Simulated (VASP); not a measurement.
# Sc4Si (Pm-3m) in VASP: notebook

The runs below take Sc4Si through single point, relaxation of cell and atoms, with PBE.

Everything below comes from runs of VASP 6.6.1. Logs are shortened: lines on timing, memory, paths and dates and some standing lists are left out, and cuts for length are marked.

### Step 1. The cell of the first run

It takes space group Pm-3m (No. 221, cubic). The conventional cell has a = 4.966 Å, b = 4.966 Å, c = 4.966 Å, α = 90.00°, β = 90.00°, γ = 90.00°. Sc (site symmetry 4/mmm) has 2 Sc at 2.48 Å within 3.3 Å. Within 3.3 Å of Sc (site symmetry m-3m) lie 6 Sc at 2.48 Å. Si (site symmetry m-3m) has 20 Sc at 3.51 to 4.30 Å within 4.6 Å.

### Step 2. Single point, PBE

INCAR reads:

```
ALGO = Normal
EDIFF = 1E-7
ENCUT = 520
GGA = PE
ISIF = 2
ISMEAR = 0
LASPH = True
LCHARG = False
LREAL = False
LWAVE = False
NBANDS = 32
NELM = 100
PREC = Accurate
SIGMA = 0.1
```

KPOINTS reads:

```
k-points
0
Gamma
  8 8 8
```

POSCAR reads:

```
Sc4Si
1.0
    4.9657676979      0.0000000000      0.0000000000
    0.0000000000      4.9657676979      0.0000000000
    0.0000000000      0.0000000000      4.9657676979
Sc Si
4 1
Direct
    0.0000000000      0.5000000000      0.5000000000
    0.5000000000      0.0000000000      0.5000000000
    0.5000000000      0.5000000000      0.0000000000
    0.5000000000      0.5000000000      0.5000000000
    0.0000000000      0.0000000000      0.0000000000
```

Potentials or basis: VASP PAW PBE potentials, release 64 (Sc_sv, Si).

Run with:

```
$ cat potpaw_PBE.64/Sc_sv/POTCAR potpaw_PBE.64/Si/POTCAR > POTCAR
$ mpirun -np 1 vasp_std > vasp.out
```

OUTCAR:

```text
EDIFF = 1E-7
   ENCUT = 520
   GGA = PE
   ISIF = 2
   ISMEAR = 0
   LASPH = True
   LREAL = False
   NELM = 100
   PREC = Accurate

 ion  position               nearest neighbor table
   1  0.000  0.500  0.500-   4 2.48   4 2.48
   2  0.500  0.000  0.500-   4 2.48   4 2.48
   3  0.500  0.500  0.000-   4 2.48   4 2.48
   4  0.500  0.500  0.500-   1 2.48   2 2.48   3 2.48   3 2.48   2 2.48   1 2.48
   5  0.000  0.000  0.000-

  LATTYP: Found a simple cubic cell.
 ALAT       =     4.9657676979

  Lattice vectors:

 A1 = (   4.9657676979,   0.0000000000,   0.0000000000)
 A2 = (   0.0000000000,   4.9657676979,   0.0000000000)
 A3 = (   0.0000000000,   0.0000000000,   4.9657676979)

Analysis of symmetry for initial positions (statically):
=====================================================================
 Subroutine PRICEL returns:
 Original cell was already a primitive cell.

 Routine SETGRP: Setting up the symmetry group for a
 simple cubic supercell.

 Subroutine GETGRP returns: Found 48 space group operations
 (whereof 48 operations were pure point group operations)
 out of a pool of 48 trial point group operations.

The static configuration has the point symmetry O_h .

Analysis of symmetry for dynamics (positions and initial velocities):
=====================================================================
 Subroutine PRICEL returns:
 Original cell was already a primitive cell.

 Routine SETGRP: Setting up the symmetry group for a
 simple cubic supercell.

 Subroutine GETGRP returns: Found 48 space group operations
 (whereof 48 operations were pure point group operations)
 out of a pool of 48 trial point group operations.

The dynamic configuration has the point symmetry O_h .

 Subroutine INISYM returns: Found 48 space group operations
 (whereof 48 operations are pure point group operations),
 and found     1 'primitive' translations

----------------------------------------------------------------------------------------

                                     Primitive cell

  volume of cell :     122.4501

  direct lattice vectors                    reciprocal lattice vectors
     4.965767698  0.000000000  0.000000000     0.201378732  0.000000000  0.000000000
     0.000000000  4.965767698  0.000000000     0.000000000  0.201378732  0.000000000
     0.000000000  0.000000000  4.965767698     0.000000000  0.000000000  0.201378732

  length of vectors
     4.965767698  4.965767698  4.965767698     0.201378732  0.201378732  0.201378732

  position of ions in fractional coordinates (direct lattice)
     0.000000000  0.500000000  0.500000000
     0.500000000  0.000000000  0.500000000
     0.500000000  0.500000000  0.000000000
     0.500000000  0.500000000  0.500000000
     0.000000000  0.000000000  0.000000000

  ion indices of the primitive-cell ions
   primitive index   ion index
                 1           1
                 2           2
                 3           3
                 4           4
                 5           5

----------------------------------------------------------------------------------------

 KPOINTS: k-points

Automatic generation of k-mesh.
 Grid dimensions read from file:
 generate k-points for:    8    8    8

 Generating k-lattice:

  Cartesian coordinates                     Fractional coordinates (reciprocal lattice)
     0.025172341  0.000000000  0.000000000     0.125000000  0.000000000  0.000000000
     0.000000000  0.025172341  0.000000000     0.000000000  0.125000000  0.000000000
     0.000000000  0.000000000  0.025172341     0.000000000  0.000000000  0.125000000

  Length of vectors
     0.025172341  0.025172341  0.025172341

  Shift w.r.t. Gamma in fractional coordinates (k-lattice)
     0.000000000  0.000000000  0.000000000

 Subroutine IBZKPT returns following result:
 ===========================================

 Found     35 irreducible k-points:

 Following reciprocal coordinates:
            Coordinates               Weight
  0.000000  0.000000  0.000000      1.000000
  0.125000  0.000000  0.000000      6.000000
  0.250000  0.000000  0.000000      6.000000
  0.375000  0.000000  0.000000      6.000000
  0.500000  0.000000  0.000000      3.000000
  0.125000  0.125000  0.000000     12.000000
[... 16 lines left out ...]
  0.375000  0.375000  0.125000     24.000000
  0.500000  0.375000  0.125000     24.000000
 [... further k-points ...]
   k-points           NKPTS =     35   k-points in BZ     NKDIM =     35   number of bands    NBANDS=     32
   number of dos      NEDOS =    301   number of ions     NIONS =      5
   total plane-waves  NPLWV =  64000
   dimension x,y,z NGX =    40 NGY =   40 NGZ =   40
   dimension x,y,z NGXF=    80 NGYF=   80 NGZF=   80
   ions per type =               4   1
   NGX,Y,Z   is equivalent  to a cutoff of  13.39, 13.39, 13.39 a.u.
   NGXF,Y,Z  is equivalent  to a cutoff of  26.78, 26.78, 26.78 a.u.
 SYSTEM =  unknown system
   PREC   = accura    normal or accurate (medium, high low for compatibility)
   ISTART =      0    job   : 0-new  1-cont  2-samecut
   ICHARG =      2    charge: 1-file 2-atom 10-const
   ISPIN  =      1    spin polarized calculation?
   LNONCOLLINEAR =      F non collinear calculations
   LSORBIT =      F    spin-orbit coupling
   LASPH  =      T    aspherical Exc in radial PAW
   ENCUT  =  520.0 eV  38.22 Ry    6.18 a.u.   9.23  9.23  9.23*2*pi/ulx,y,z
   NELM   =    100;   NELMIN=  2; NELMDL= -5     # of ELM steps
   EDIFF  = 0.1E-06   stopping-criterion for ELM
   LREAL  =      F    real-space projection
   EDIFFG = 0.1E-05   stopping-criterion for IOM
   NSW    =      0    number of steps for IOM
   IBRION =     -1    ionic relax: 0-MD 1-quasi-New 2-CG
   NFREE  =      0    steps in history (QN), initial steepest desc. (CG)
   ISIF   =      2    stress and relaxation
   ISYM   =      2    0-nonsym 1-usesym 2-fastsym
   POTIM  = 0.5000    time-step for ionic-motion
   TEBEG  =    0.0;   TEEND  =   0.0 temperature during run
   PSTRESS=    0.0 pullay stress
   NELECT =      48.0000    total number of electrons
   NUPDOWN=      -1.0000    fix difference up-down
   EMIN   =  10.00;   EMAX   =-10.00  energy-range for DOS
   EFERMI =   0.00;   METHOD = LEGACY
   ISMEAR =     0;   SIGMA  =   0.10  broadening in eV -4-tet -1-fermi 0-gaus
   EFERMI_NEDOS =   21; number of points for ismear=-14 and -15
   IALGO  =     38    algorithm
   IMIX   =      4    mixing-type and parameters
     AMIX     =   0.40;   BMIX     =  1.00
     AMIX_MAG =   1.60;   BMIX_MAG =  1.00
  volume/ion in A,a.u.               =      24.49       165.27
  Fermi-wavevector in a.u.,A,eV,Ry     =   1.198125  2.264128 19.531215  1.435504
  Thomas-Fermi vector in A             =   2.334022
   LORBIT       =      0    0 simple, 1 ext, 2 COOP (PROOUT), +10 PAW based schemes
   GGA     = PE    functional components
   LHFCALC =     F    Hartree Fock is set to
   AEXX    =    0.0000 exact exchange contribution
   IVDW    =     0    specifies the selected vdW correction
   LEPSILON=     F    determine dielectric tensor
   LRPA    =     F    only Hartree local field effects (RPA)
 non-spin polarized calculation
 Gauss-broadening in eV      SIGMA  =   0.10
  energy-cutoff  :      520.00
  volume of cell :      122.45
 maximum number of plane-waves:      3328
 NGX is ok and might be reduce to    40
   NGX = 19   NGY = 19   NGZ = 19

 number of electron      47.9999998 magnetization

 Free energy of the ion-electron system (eV)
  ---------------------------------------------------
  ext. energy  EPLUGINS =         0.00000000
  ---------------------------------------------------
  free energy    TOTEN  =       -25.66876736 eV

  energy without entropy =      -25.63800865  energy(sigma->0) =      -25.65338800

 E-fermi :   3.7055     XC(G=0):  -9.5564

 val. band max:        3.6983919844   @ k =   0.5000   0.2500   0.0000
 cond. band min:       3.7105252647   @ k =   0.2500   0.2500   0.1250
 fundamental gap:      0.0121332803
 Fermi energy:         3.7054741717

 k-point     1 :       0.0000    0.0000    0.0000
  band No.  band energies     occupation
      1     -45.8698      2.00000
      2     -45.7777      2.00000
      3     -45.7777      2.00000
      4     -44.2450      2.00000
      5     -25.0642      2.00000
      6     -25.0642      2.00000
[... 24 lines left out ...]
     31       5.6862      0.00000
     32       5.6862      0.00000

 k-point     2 :       0.1250    0.0000    0.0000
  band No.  band energies     occupation
      1     -45.8659      2.00000
      2     -45.7788      2.00000
      3     -45.7777      2.00000
      4     -44.2490      2.00000
      5     -25.0617      2.00000
      6     -25.0617      2.00000
[... 24 lines left out ...]
     31       5.7363      0.00000
     32       5.7363      0.00000

 k-point     3 :       0.2500    0.0000    0.0000
  band No.  band energies     occupation
      1     -45.8561      2.00000
      2     -45.7818      2.00000
      3     -45.7777      2.00000
      4     -44.2585      2.00000
      5     -25.0554      2.00000
      6     -25.0554      2.00000
[... 24 lines left out ...]
     31       5.6275      0.00000
     32       5.6275      0.00000

 k-point     4 :       0.3750    0.0000    0.0000
  band No.  band energies     occupation
      1     -45.8452      2.00000
      2     -45.7858      2.00000
      3     -45.7777      2.00000
      4     -44.2681      2.00000
      5     -25.0489      2.00000
      6     -25.0489      2.00000
[... 654 lines left out ...]
     31       5.7803      0.00000
     32       5.7918      0.00000

 k-point    23 :       0.3750    0.3750    0.1250
  band No.  band energies     occupation
      1     -45.8177      2.00000
      2     -45.7865      2.00000
      3     -45.7843      2.00000
      4     -44.2962      2.00000
      5     -24.9747      2.00000
      6     -24.6480      2.00000
[... 24 lines left out ...]
     31       5.6533      0.00000
     32       5.8982      0.00000

 k-point    24 :       0.5000    0.3750    0.1250
  band No.  band energies     occupation
      1     -45.8123      2.00000
      2     -45.7880      2.00000
      3     -45.7852      2.00000
      4     -44.3004      2.00000
      5     -24.9719      2.00000
      6     -24.6278      2.00000
[... 24 lines left out ...]
     31       5.5858      0.00000
     32       5.9946      0.00000

 [... further k-points ...]

------------------------ aborting loop because EDIFF is reached ----------------------------------------

  FORCE on cell =-STRESS in cart. coord.  units (eV):
  Direction    XX          YY          ZZ          XY          YZ          ZX
  --------------------------------------------------------------------------------------
  -------------------------------------------------------------------------------------
  Total        0.1125796      0.1125796      0.1125796      0.0000000      0.0000000     -0.0000000
  in kB        1.4730279      1.4730279      1.4730279      0.0000000      0.0000000     -0.0000000
  external PRESSURE =       1.4730279 kB  Pullay stress =       0.0000000 kB

 VOLUME and BASIS-vectors are now :
 -----------------------------------------------------------------------------
  energy-cutoff  :      520.00
  volume of cell :      122.45
      direct lattice vectors                 reciprocal lattice vectors
     4.965767698  0.000000000  0.000000000     0.201378732  0.000000000  0.000000000
     0.000000000  4.965767698  0.000000000     0.000000000  0.201378732  0.000000000
     0.000000000  0.000000000  4.965767698     0.000000000  0.000000000  0.201378732

 POSITION                                       TOTAL-FORCE (eV/Angst)
 -----------------------------------------------------------------------------------
      0.00000      2.48288      2.48288         0.000000      0.000000      0.000000
      2.48288      0.00000      2.48288         0.000000      0.000000      0.000000
      2.48288      2.48288      0.00000         0.000000      0.000000      0.000000
      2.48288      2.48288      2.48288         0.000000      0.000000      0.000000
      0.00000      0.00000      0.00000         0.000000      0.000000      0.000000
 -----------------------------------------------------------------------------------
    total drift:                               -0.000000     -0.000000     -0.000000

  FREE ENERGIE OF THE ION-ELECTRON SYSTEM (eV)
  ---------------------------------------------------
  free  energy   TOTEN  =       -25.6687673613 eV

  energy  without entropy=      -25.6380086451  energy(sigma->0) =      -25.65338800
```

Wall time 2.5 min (1 thread of Intel Xeon Platinum 8259CL at 2.50GHz (Skylake/Cascade Lake), shared host); peak memory 0.29 GiB.

Results:

```yaml
Free_energy: -25.6688 eV
Pressure: 0.1 GPa
Band_gap_on_the_k_mesh: zero (band 24 reaches 4.30 eV, above the bottom of band 25 at 3.14 eV)
```

### Step 3. Relaxation of cell and atoms, PBE

This run uses another cell than the first one, of 24.83 Å³/atom, 1.014 times its volume.

INCAR reads:

```
SYSTEM = Sc4Si
  PREC = Accurate
  ENCUT = 600
  EDIFF = 1E-6
  ISMEAR = 0
  SIGMA = 0.1
  LREAL = .False.
  LASPH = .True.
  NELM = 100
  ALGO = Normal
  ISIF = 3
  LWAVE = .False.
  LCHARG = .False.
  GGA = PE
  IBRION = 2
  NSW = 100
  EDIFFG = -0.01
```

KPOINTS reads:

```
regular mesh
0
Gamma
  8 8 8
  0 0 0
```

Changes to POSCAR since step 2:

```diff
@@ -2,5 +2,5 @@
 1.0
-    4.9657676979      0.0000000000      0.0000000000
-    0.0000000000      4.9657676979      0.0000000000
-    0.0000000000      0.0000000000      4.9657676979
+    4.9885022485      0.0000000000      0.0000000000
+    0.0000000000      4.9885022485      0.0000000000
+    0.0000000000      0.0000000000      4.9885022485
 Sc Si
```

Potentials or basis: VASP PAW PBE potentials, release 64 (Sc_sv, Si).

Run with:

```
$ cat potpaw_PBE.64/Sc_sv/POTCAR potpaw_PBE.64/Si/POTCAR > POTCAR
$ mpirun -np 1 vasp_std > vasp.out
```

It took 4.7 min on 1 thread of Intel Xeon Platinum 8259CL at 2.50GHz (Skylake/Cascade Lake), shared host; peak memory 0.33 GiB.

It converged, with:

- Free energy: -25.6701 eV
- Relaxed volume: 24.61 Å³/atom
- Relaxed cell: a = 4.974 Å, b = 4.974 Å, c = 4.974 Å, α = 90.00°, β = 90.00°, γ = 90.00°
- Space group after relaxing (to 0.05 Å): Pm-3m (No. 221)
- Energy gained by relaxing: 0.2 meV/atom
- Ionic steps: 3
- Pressure after relaxing: 0.0 GPa
- Band gap on the k mesh: zero (band 24 reaches 4.25 eV, above the bottom of band 25 at 3.11 eV)

The path:
```
step  energy change (eV)  largest force (eV/Å)  pressure (GPa)  volume (Å³)
   1              0.0000                0.0000           -0.25       124.14
   2             -0.0007                0.0000           -0.08       123.45
   3             -0.0008                0.0000            0.02       123.07
```

Final structure:
```cif
data_structure
_symmetry_space_group_name_H-M 'P 1'
_symmetry_Int_Tables_number 1
_cell_length_a 4.9742
_cell_length_b 4.9742
_cell_length_c 4.9742
_cell_angle_alpha 90.000
_cell_angle_beta 90.000
_cell_angle_gamma 90.000
_cell_volume 123.07
loop_
_atom_site_label
_atom_site_type_symbol
_atom_site_fract_x
_atom_site_fract_y
_atom_site_fract_z
_atom_site_occupancy
Sc1 Sc 0.00000 0.50000 0.50000 1
Sc2 Sc 0.50000 0.00000 0.50000 1
Sc3 Sc 0.50000 0.50000 0.00000 1
Sc4 Sc 0.50000 0.50000 0.50000 1
Si1 Si 0.00000 0.00000 0.00000 1
```

Levels at points of the mesh, in eV from the Fermi level:
| k point | band 21 | band 22 | band 23 | band 24 | band 25 | band 26 | band 27 | band 28 |
| --- | --- | --- | --- | --- | --- | --- | --- | --- |
| (0.00, 0.00, 0.00) | -1.59 | -0.81 | -0.81 | -0.57 | -0.57 | -0.57 | 0.06 | 0.06 |
| (0.50, 0.00, 0.00) | -1.44 | -0.64 | -0.48 | 0.53 | 0.58 | 0.63 | 0.63 | 0.76 |
| (0.50, 0.50, 0.00) | -0.97 | -0.73 | -0.73 | 0.24 | 0.49 | 0.61 | 0.61 | 0.76 |
| (0.50, 0.50, 0.50) | -1.17 | -1.17 | -1.17 | 0.57 | 1.24 | 1.24 | 1.24 | 1.76 |
